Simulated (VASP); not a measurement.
**Be: single point with LDA**

Crystal: Be.

```
Be
1.0
     0.00000    1.41753    1.41753
     1.41753    0.00000    1.41753
     1.41753    1.41753    0.00000
Be
1
Direct
  0.00000 0.00000 0.00000
```

This cell differs from its parent crystal: volume scaled by 0.76.

| Quantity | Value |
| --- | --- |
| Program | VASP 6.6.1 |
| Task | single point |
| Functional | LDA |
| Potentials or basis | VASP PAW LDA potentials, release 64 (Be) |
| Cutoff | 520 eV |
| k mesh | 21 × 21 × 21 |
| Occupations | fermi-dirac, width 0.05 eV |
| Spin | no spin polarisation |
| Dipole correction | no |
| Further INCAR settings | ALGO = Normal; EDIFF = 1e-06; NBANDS = 7 |

| Property | Result |
| --- | --- |
| Pressure | 58.1 GPa |
| Band gap on the k mesh | zero (band 1 reaches 10.55 eV, above the bottom of band 2 at 9.92 eV) |

Levels at points of the mesh, in eV from the Fermi level:
```
           k point  band 1  band 2  band 3  band 4  band 5  band 6
(0.00, 0.00, 0.00)  -13.55   24.77   24.77   24.77   35.78   35.78
```

Run time: 11 s on 1 thread of Intel Xeon 6975P-C, with other jobs on the host, peak memory 0.11 GiB.
